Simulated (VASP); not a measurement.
# Os (P6_3/mmc) in VASP: a series of runs

Os is run at these levels: LDA; tasks: single point.

Everything below comes from runs of VASP 6.6.1. Logs are shortened: lines on timing, memory, paths and dates and some standing lists are left out, and cuts for length are marked.

## (1) The cell of the first run

Symmetry: P6_3/mmc, No. 194, hexagonal system. Conventional cell: a = 2.718 Å, b = 2.718 Å, c = 4.284 Å, α = 90.00°, β = 90.00°, γ = 120.00°. Within 3.5 Å of Os (site symmetry -6m2) lie 12 Os at 2.66 to 2.72 Å.

## (2) Single point, LDA

Contents of INCAR:

```
SYSTEM = Os
PREC     = Accurate       ! precision mode
ENCUT    = 520            ! plane-wave cutoff, eV
EDIFF    = 1E-7           ! SCF threshold, eV
ISMEAR   = -1             ! smearing method
SIGMA    = 0.1            ! smearing width, eV
LREAL    = .False.        ! projectors in reciprocal space
LASPH    = .True.         ! aspherical terms in the spheres
NELM     = 60             ! most SCF steps
ALGO     = Normal         ! electronic algorithm
ISIF     = 2              ! what is computed and relaxed
LWAVE    = .False.        ! write WAVECAR
LCHARG   = .True.         ! write CHGCAR
GGA      = CA             ! functional
LELF     = .True.         ! ELF
LVHAR    = .True.       
NBANDS   = 15             ! bands
```

Contents of KPOINTS:

```
regular mesh
0
Gamma
  8 8 5
  0 0 0
```

Contents of POSCAR:

```
Os
1.0
    2.7175247593      0.0000000000      0.0000000000
   -1.3587623796      2.3534454770      0.0000000000
    0.0000000000      0.0000000000      4.2844606214
Os
2
Direct
    0.3333333333      0.6666666667      0.2500000000
    0.6666666667      0.3333333333      0.7500000000
```

Potentials or basis: VASP PAW LDA potentials, release 64 (Os).

Launch:

```
cat potpaw_LDA.64/Os/POTCAR > POTCAR
mpirun -np 1 vasp_std > vasp.out
```

OUTCAR:

```text
SYSTEM = Os
   PREC = Accurate
   ENCUT = 520
   EDIFF = 1E-7
   ISMEAR = -1
   LREAL = .False.
   LASPH = .True.
   NELM = 60
   ISIF = 2
   GGA = CA

 ion  position               nearest neighbor table
   1  0.333  0.667  0.250-   2 2.66   2 2.66   2 2.66   2 2.66   2 2.66   2 2.66
   2  0.667  0.333  0.750-   1 2.66   1 2.66   1 2.66   1 2.66   1 2.66   1 2.66

  LATTYP: Found a hexagonal cell.
 ALAT       =     2.7175247593
 C/A-ratio  =     1.5766040794

  Lattice vectors:

 A1 = (   2.7175247593,   0.0000000000,   0.0000000000)
 A2 = (  -1.3587623796,   2.3534454770,   0.0000000000)
 A3 = (   0.0000000000,   0.0000000000,   4.2844606214)

Analysis of symmetry for initial positions (statically):
=====================================================================
 Subroutine PRICEL returns:
 Original cell was already a primitive cell.

 Routine SETGRP: Setting up the symmetry group for a
 hexagonal supercell.

 Subroutine GETGRP returns: Found 24 space group operations
 (whereof 12 operations were pure point group operations)
 out of a pool of 24 trial point group operations.

The static configuration has the point symmetry D_3d.
 The point group associated with its full space group is D_6h.

Analysis of symmetry for dynamics (positions and initial velocities):
=====================================================================
 Subroutine PRICEL returns:
 Original cell was already a primitive cell.

 Routine SETGRP: Setting up the symmetry group for a
 hexagonal supercell.

 Subroutine GETGRP returns: Found 24 space group operations
 (whereof 12 operations were pure point group operations)
 out of a pool of 24 trial point group operations.

The dynamic configuration has the point symmetry D_3d.
 The point group associated with its full space group is D_6h.

 Subroutine INISYM returns: Found 24 space group operations
 (whereof 12 operations are pure point group operations),
 and found     1 'primitive' translations

----------------------------------------------------------------------------------------

                                     Primitive cell

  volume of cell :      27.4015

  direct lattice vectors                    reciprocal lattice vectors
     2.717524759  0.000000000  0.000000000     0.367981928  0.212454465  0.000000000
    -1.358762380  2.353445477  0.000000000     0.000000000  0.424908930  0.000000000
     0.000000000  0.000000000  4.284460621     0.000000000  0.000000000  0.233401608

  length of vectors
     2.717524759  2.717524759  4.284460621     0.424908930  0.424908930  0.233401608

  position of ions in fractional coordinates (direct lattice)
     0.333333333  0.666666667  0.250000000
     0.666666667  0.333333333  0.750000000

  ion indices of the primitive-cell ions
   primitive index   ion index
                 1           1
                 2           2

----------------------------------------------------------------------------------------

 KPOINTS: regular mesh

Automatic generation of k-mesh.
 Grid dimensions read from file:
 generate k-points for:    8    8    5

 Generating k-lattice:

  Cartesian coordinates                     Fractional coordinates (reciprocal lattice)
     0.045997741  0.026556808  0.000000000     0.125000000  0.000000000  0.000000000
     0.000000000  0.053113616  0.000000000     0.000000000  0.125000000  0.000000000
     0.000000000  0.000000000  0.046680322     0.000000000  0.000000000  0.200000000

  Length of vectors
     0.053113616  0.053113616  0.046680322

  Shift w.r.t. Gamma in fractional coordinates (k-lattice)
     0.000000000  0.000000000  0.000000000

 Subroutine IBZKPT returns following result:
 ===========================================

 Found     30 irreducible k-points:

 Following reciprocal coordinates:
            Coordinates               Weight
  0.000000  0.000000  0.000000      1.000000
  0.125000  0.000000  0.000000      6.000000
  0.250000  0.000000  0.000000      6.000000
  0.375000  0.000000  0.000000      6.000000
  0.500000  0.000000  0.000000      3.000000
  0.125000  0.125000  0.000000      6.000000
[... 16 lines left out ...]
  0.250000  0.000000  0.400000     12.000000
  0.375000  0.000000  0.400000     12.000000
 [... further k-points ...]
   k-points           NKPTS =     30   k-points in BZ     NKDIM =     30   number of bands    NBANDS=     15
   number of dos      NEDOS =    301   number of ions     NIONS =      2
   total plane-waves  NPLWV =  12800
   dimension x,y,z NGX =    20 NGY =   20 NGZ =   32
   dimension x,y,z NGXF=    40 NGYF=   40 NGZF=   64
   ions per type =               2
   NGX,Y,Z   is equivalent  to a cutoff of  12.24, 12.24, 12.42 a.u.
   NGXF,Y,Z  is equivalent  to a cutoff of  24.47, 24.47, 24.83 a.u.
 SYSTEM =  Os
   PREC   = accura    normal or accurate (medium, high low for compatibility)
   ISTART =      0    job   : 0-new  1-cont  2-samecut
   ICHARG =      2    charge: 1-file 2-atom 10-const
   ISPIN  =      1    spin polarized calculation?
   LNONCOLLINEAR =      F non collinear calculations
   LSORBIT =      F    spin-orbit coupling
   LASPH  =      T    aspherical Exc in radial PAW
   ENCUT  =  520.0 eV  38.22 Ry    6.18 a.u.   5.05  5.05  7.97*2*pi/ulx,y,z
   NELM   =     60;   NELMIN=  2; NELMDL= -5     # of ELM steps
   EDIFF  = 0.1E-06   stopping-criterion for ELM
   LREAL  =      F    real-space projection
   EDIFFG = 0.1E-05   stopping-criterion for IOM
   NSW    =      0    number of steps for IOM
   IBRION =     -1    ionic relax: 0-MD 1-quasi-New 2-CG
   NFREE  =      0    steps in history (QN), initial steepest desc. (CG)
   ISIF   =      2    stress and relaxation
   ISYM   =      2    0-nonsym 1-usesym 2-fastsym
   POTIM  = 0.5000    time-step for ionic-motion
   TEBEG  =    0.0;   TEEND  =   0.0 temperature during run
   PSTRESS=    0.0 pullay stress
   NELECT =      16.0000    total number of electrons
   NUPDOWN=      -1.0000    fix difference up-down
   EMIN   =  10.00;   EMAX   =-10.00  energy-range for DOS
   EFERMI =   0.00;   METHOD = LEGACY
   ISMEAR =    -1;   SIGMA  =   0.10  broadening in eV -4-tet -1-fermi 0-gaus
   EFERMI_NEDOS =   21; number of points for ismear=-14 and -15
   IALGO  =     38    algorithm
   IMIX   =      4    mixing-type and parameters
     AMIX     =   0.40;   BMIX     =  1.00
     AMIX_MAG =   1.60;   BMIX_MAG =  1.00
  volume/ion in A,a.u.               =      13.70        92.46
  Fermi-wavevector in a.u.,A,eV,Ry     =   1.368328  2.585765 25.474482  1.872322
  Thomas-Fermi vector in A             =   2.494302
   LORBIT       =      0    0 simple, 1 ext, 2 COOP (PROOUT), +10 PAW based schemes
   GGA     = CA    functional components
   LHFCALC =     F    Hartree Fock is set to
   AEXX    =    0.0000 exact exchange contribution
   IVDW    =     0    specifies the selected vdW correction
   LEPSILON=     F    determine dielectric tensor
   LRPA    =     F    only Hartree local field effects (RPA)
 non-spin polarized calculation
  energy-cutoff  :      520.00
  volume of cell :       27.40
 maximum number of plane-waves:       752
   NGX = 11   NGY = 11   NGZ = 15

 number of electron      15.9999998 magnetization

 Free energy of the ion-electron system (eV)
  ---------------------------------------------------
  ext. energy  EPLUGINS =         0.00000000
  ---------------------------------------------------
  free energy    TOTEN  =       -25.38278893 eV

  energy without entropy =      -25.35877816  energy(sigma->0) =      -25.37078354

 E-fermi :   9.5850     XC(G=0): -14.2971

 val. band max:        9.4159533489   @ k =   0.2500   0.0000   0.2000
 cond. band min:       9.8829077114   @ k =   0.0000   0.0000   0.0000
 fundamental gap:      0.4669543625
 Fermi energy:         9.5850351692

 k-point     1 :       0.0000    0.0000    0.0000
  band No.  band energies     occupation
      1      -1.3407      2.00000
      2       1.7583      2.00000
      3       6.5497      2.00000
      4       6.5497      2.00000
      5       6.8332      2.00000
      6       7.4248      2.00000
      7       7.4248      2.00000
      8       8.0677      2.00000
      9       8.0677      2.00000
     10       9.8829      0.09679
     11      11.4381      0.00000
     12      11.4381      0.00000
     13      19.0671      0.00000
     14      23.8181      0.00000
     15      26.5849      0.00000

 k-point     2 :       0.1250    0.0000    0.0000
  band No.  band energies     occupation
      1      -0.7091      2.00000
      2       2.2956      2.00000
      3       5.7165      2.00000
      4       7.0446      2.00000
      5       7.1028      2.00000
      6       7.1157      2.00000
      7       7.6031      2.00000
      8       7.6493      2.00000
      9       7.9526      2.00000
     10       8.4047      1.99999
     11      11.7251      0.00000
     12      14.0647      0.00000
     13      18.9968      0.00000
     14      25.0561      0.00000
     15      27.3140      0.00000

 k-point     3 :       0.2500    0.0000    0.0000
  band No.  band energies     occupation
      1       0.8619      2.00000
      2       3.0482      2.00000
      3       5.0231      2.00000
      4       5.2329      2.00000
      5       6.6045      2.00000
      6       6.8653      2.00000
      7       7.7296      2.00000
      8       8.6911      1.99974
      9       8.9519      1.99645
     10       9.3990      1.73063
     11      12.1781      0.00000
     12      17.4938      0.00000
     13      18.6019      0.00000
     14      24.1402      0.00000
     15      26.0488      0.00000
[... 343 lines left out ...]
 k-point    23 :       0.2500    0.0000    0.4000
  band No.  band energies     occupation
      1       1.9756      2.00000
      2       3.0743      2.00000
      3       4.3742      2.00000
      4       5.1501      2.00000
      5       6.1412      2.00000
      6       6.9631      2.00000
      7       7.4424      2.00000
      8       8.1661      2.00000
      9      10.0454      0.01983
     10      10.6533      0.00005
     11      11.1254      0.00000
     12      12.6209      0.00000
     13      23.0847      0.00000
     14      25.5688      0.00000
     15      26.5702      0.00000

 k-point    24 :       0.3750    0.0000    0.4000
  band No.  band energies     occupation
      1       2.0071      2.00000
      2       2.6690      2.00000
      3       4.1276      2.00000
      4       4.7671      2.00000
      5       7.6536      2.00000
      6       7.7406      2.00000
      7       8.7269      1.99963
      8       9.1661      1.97014
      9      11.2127      0.00000
     10      11.5480      0.00000
     11      11.6750      0.00000
     12      13.4342      0.00000
     13      20.6043      0.00000
     14      22.3686      0.00000
     15      25.7648      0.00000

 [... further k-points ...]
[... 5 lines left out ...]
  --------------------------------------------------------------------------------------
  -------------------------------------------------------------------------------------
  Total       -0.0034712     -0.0034712      0.2606584     -0.0000000      0.0000000      0.0000000
  in kB       -0.2029632     -0.2029632     15.2408258     -0.0000000      0.0000000      0.0000000
  external PRESSURE =       4.9449664 kB  Pullay stress =       0.0000000 kB

 VOLUME and BASIS-vectors are now :
 -----------------------------------------------------------------------------
  energy-cutoff  :      520.00
  volume of cell :       27.40
      direct lattice vectors                 reciprocal lattice vectors
     2.717524759  0.000000000  0.000000000     0.367981928  0.212454465  0.000000000
    -1.358762380  2.353445477  0.000000000     0.000000000  0.424908930  0.000000000
     0.000000000  0.000000000  4.284460621     0.000000000  0.000000000  0.233401608

 POSITION                                       TOTAL-FORCE (eV/Angst)
 -----------------------------------------------------------------------------------
     -0.00000      1.56896      1.07112         0.000000      0.000000      0.000000
      1.35876      0.78448      3.21335        -0.000000      0.000000      0.000000
 -----------------------------------------------------------------------------------
    total drift:                               -0.000000      0.000000     -0.000000

  FREE ENERGIE OF THE ION-ELECTRON SYSTEM (eV)
  ---------------------------------------------------
  free  energy   TOTEN  =       -25.3827889314 eV

  energy  without entropy=      -25.3587781565  energy(sigma->0) =      -25.37078354
```

It took 6.5 s on 1 thread of Intel Xeon 6975P-C, shared host; peak memory 0.13 GiB.

Results:

* Free energy: -25.3828 eV
* Pressure: 0.5 GPa
* Band gap on the k mesh: zero (band 8 reaches 11.80 eV, above the bottom of band 9 at 7.95 eV)

Stress tensor (GPa, compression positive):
```
-0.02  0.00  0.00
 0.00 -0.02  0.00
 0.00  0.00  1.52
```

Levels at points of the mesh, in eV from the Fermi level:
| k point | band 6 | band 7 | band 8 | band 9 | band 10 | band 11 |
| --- | --- | --- | --- | --- | --- | --- |
| (0.00, 0.00, 0.00) | -2.16 | -2.16 | -1.52 | -1.52 | 0.30 | 1.85 |
| (0.50, 0.00, 0.00) | -2.48 | -1.79 | 2.21 | 2.80 | 2.95 | 4.70 |

Caveat: spin-orbit coupling is left out, which moves the levels of the heavy elements.

## (3) Single point, LDA

Contents of INCAR:

```
PREC = Accurate ; ENCUT = 520
EDIFF = 1E-7 ; ISMEAR = -1
SIGMA = 0.1 ; LREAL = F
LASPH = T ; NELM = 80
ALGO = Normal ; ISIF = 2
LWAVE = F ; LCHARG = F
NBANDS = 15
```

Contents of KPOINTS:

```
Automatic mesh
0
Gamma
  11 11 6
```

POSCAR is that of step 2.

Potentials or basis: VASP PAW LDA potentials, release 64 (Os).

Launch:

```
cat potpaw_LDA.64/Os/POTCAR > POTCAR
mpirun -np 1 vasp_std > vasp.out
```

OUTCAR:

```text
PREC = Accurate
   ENCUT = 520
   EDIFF = 1E-7
   ISMEAR = -1
   LREAL = F
   LASPH = T
   NELM = 80
   ISIF = 2

 ion  position               nearest neighbor table
   1  0.333  0.667  0.250-   2 2.66   2 2.66   2 2.66   2 2.66   2 2.66   2 2.66
   2  0.667  0.333  0.750-   1 2.66   1 2.66   1 2.66   1 2.66   1 2.66   1 2.66

  LATTYP: Found a hexagonal cell.
 ALAT       =     2.7175247593
 C/A-ratio  =     1.5766040794

  Lattice vectors:

 A1 = (   2.7175247593,   0.0000000000,   0.0000000000)
 A2 = (  -1.3587623796,   2.3534454770,   0.0000000000)
[... 611 lines left out ...]
     12      15.4623      0.00000
     13      20.5359      0.00000
     14      25.1294      0.00000
     15      26.1775      0.00000

 [... further k-points ...]
[... 5 lines left out ...]
  --------------------------------------------------------------------------------------
  -------------------------------------------------------------------------------------
  Total        0.1226106      0.1226106      0.3933175      0.0000000      0.0000000      0.0000000
  in kB        7.1691006      7.1691006     22.9974677      0.0000000      0.0000000      0.0000000
  external PRESSURE =      12.4452229 kB  Pullay stress =       0.0000000 kB

 VOLUME and BASIS-vectors are now :
 -----------------------------------------------------------------------------
  energy-cutoff  :      520.00
  volume of cell :       27.40
      direct lattice vectors                 reciprocal lattice vectors
     2.717524759  0.000000000  0.000000000     0.367981928  0.212454465  0.000000000
    -1.358762380  2.353445477  0.000000000     0.000000000  0.424908930  0.000000000
     0.000000000  0.000000000  4.284460621     0.000000000  0.000000000  0.233401608

 POSITION                                       TOTAL-FORCE (eV/Angst)
 -----------------------------------------------------------------------------------
     -0.00000      1.56896      1.07112        -0.000000      0.000000      0.000000
      1.35876      0.78448      3.21335         0.000000     -0.000000      0.000000
 -----------------------------------------------------------------------------------
    total drift:                               -0.000000      0.000000     -0.000000

  FREE ENERGIE OF THE ION-ELECTRON SYSTEM (eV)
  ---------------------------------------------------
  free  energy   TOTEN  =       -25.3163445104 eV

  energy  without entropy=      -25.2667472106  energy(sigma->0) =      -25.29154586
```

OSZICAR:

```text
N       E                     dE             d eps       ncg     rms          rms(c)
DAV:   1     0.973868771998E+02    0.97387E+02   -0.75349E+03  1920   0.103E+03
DAV:   2    -0.223189011172E+02   -0.11971E+03   -0.10524E+03  1948   0.321E+02
DAV:   3    -0.268669092983E+02   -0.45480E+01   -0.43934E+01  2634   0.556E+01
DAV:   4    -0.268968842984E+02   -0.29975E-01   -0.29938E-01  2081   0.464E+00
DAV:   5    -0.268970244045E+02   -0.14011E-03   -0.14010E-03  2635   0.295E-01    0.344E+01
DAV:   6    -0.256633632744E+02    0.12337E+01   -0.10497E+00  2438   0.885E+00    0.153E+01
DAV:   7    -0.253269971772E+02    0.33637E+00   -0.64418E-01  2431   0.669E+00    0.973E-01
DAV:   8    -0.253181163364E+02    0.88808E-02   -0.69300E-03  1969   0.622E-01    0.336E-01
DAV:   9    -0.253163471710E+02    0.17692E-02   -0.14938E-03  2466   0.372E-01    0.560E-02
DAV:  10    -0.253163509437E+02   -0.37727E-05   -0.22284E-05  2305   0.345E-02    0.171E-02
DAV:  11    -0.253163445961E+02    0.63476E-05   -0.20413E-06  2312   0.167E-02    0.120E-03
DAV:  12    -0.253163445104E+02    0.85716E-07   -0.43577E-08  1765   0.227E-03
   1 F= -.25316345E+02 E0= -.25291546E+02  d E =-.495973E-01
```

stdout:

```text
POSCAR found type information on POSCAR Os
 POSCAR found :  1 types and       2 ions
 scaLAPACK will be used
 LDA part: xc-table for (Slater(with rela. corr.)+CA(PZ))
 , standard interpolation
 POSCAR, INCAR and KPOINTS ok, starting setup
 FFT: planning ... GRIDC
 FFT: planning ... GRID_SOFT
 FFT: planning ... GRID
 WAVECAR not read
 entering main loop
```

Wall time 15 s (1 thread of Intel Xeon 6975P-C, shared host); peak memory 0.14 GiB.

What came out:

- Free energy: -25.3163 eV
- Pressure: 1.2 GPa
- Band gap on the k mesh: zero (band 8 reaches 11.86 eV, above the bottom of band 9 at 7.84 eV)

Stress tensor (GPa, compression positive):
```
0.72 0.00 0.00
0.00 0.72 0.00
0.00 0.00 2.30
```

Caveat: spin-orbit coupling is left out, which moves the levels of the heavy elements.
